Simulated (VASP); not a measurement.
# Hf: single point with PBEsol

Crystal: Hf.

```xyz
1
Lattice="0.0000 1.9851 1.9851 1.9851 0.0000 1.9851 1.9851 1.9851 0.0000" Properties=species:S:1:pos:R:3 pbc="T T T"
Hf    0.0000    0.0000    0.0000
```

This isn't the form of Hf at room conditions, which is hcp.

```json
{"Program": "VASP 6.6.1", "Task": "single point", "Functional": "PBEsol", "Potentials or basis": "VASP PAW PBE potentials, release 64 (Hf_pv)", "Cutoff": "500 eV", "k mesh": "7 × 7 × 7", "Occupations": "methfessel-paxton, width 0.05 eV", "Spin": "no spin polarisation"}
```

| Quantity | Value |
| --- | --- |
| Pressure | 59.5 GPa |
| Band gap on the k mesh | zero (bands 5 and 6 overlap by 1.47 eV) |

Levels at points of the mesh, in eV from the Fermi level:
| k point | band 3 | band 4 | band 5 | band 6 | band 7 | band 8 |
| --- | --- | --- | --- | --- | --- | --- |
| (0.00, 0.00, 0.00) | -28.69 | -8.23 | 1.35 | 1.35 | 1.35 | 5.69 |

Run time: 1.8 s on 1 thread of Intel(R) Xeon(R) 6975P-C (Granite Rapids), with other jobs on the host, peak memory 0.12 GiB.

Caveat: the k points lie up to 0.39 Å⁻¹ apart, too coarse for converged energies and pressures of a metal; the PAW data sets were made with another functional, which shifts forces and pressure a little; spin-orbit coupling is left out, which moves the levels of the heavy elements.
